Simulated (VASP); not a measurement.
Wanted: the native input for a VASP 6.6.1 run.

* Task: single point
* Functional: PBEsol
* Potentials or basis: VASP PAW PBE potentials, release 64 (Mg)
* Cutoff: 520 eV
* k mesh: 18 × 18 × 18
* Occupations: gaussian, width 0.15 eV
* Spin: no spin polarisation
* Dipole correction: no
* Further INCAR settings: ALGO = Normal; EDIFF = 1e-06; NBANDS = 7

The structure of Mg lies in POSCAR:

```
Mg
1.0
    0.0000000000      2.2105921600      2.2442560000
    2.2105921600      0.0000000000      2.2442560000
    2.2105921600      2.2105921600      0.0000000000
Mg
1
Direct
    0.0000000000      0.0000000000      0.0000000000
```

This isn't the form of Mg at room conditions, which is hcp.

This cell differs from its parent crystal: strain -0.0150 x Voigt [1, 1, 0, 0, 0, 0].

These files were run (other wordings do the same):

INCAR

```
PREC = Accurate ; ENCUT = 520
EDIFF = 1E-6 ; ISMEAR = 0
SIGMA = 0.15 ; LREAL = False
LASPH = True ; NELM = 60
ALGO = Normal ; ISIF = 2
LWAVE = False ; LCHARG = False
GGA = PS ; NBANDS = 7
```

KPOINTS

```
regular mesh
0
Gamma
  18 18 18
```

Potentials or basis: VASP PAW PBE potentials, release 64 (Mg).

Command:

```sh
$ cat potpaw_PBE.64/Mg/POTCAR > POTCAR
$ mpirun -np 1 vasp_std > vasp.out
```

Results of the run:

- Pressure: 1.3 GPa
- Band gap on the k mesh: zero (bands 1 and 2 overlap by 2.47 eV)

Caveat: the cell differs from its parent crystal (strain -0.0150 x Voigt [1, 1, 0, 0, 0, 0]); the PAW data sets were made with another functional, which shifts forces and pressure a little.

Run time: 63 s on 1 thread of Intel Xeon 8259CL, with other jobs on the host, peak memory 0.2 GiB.
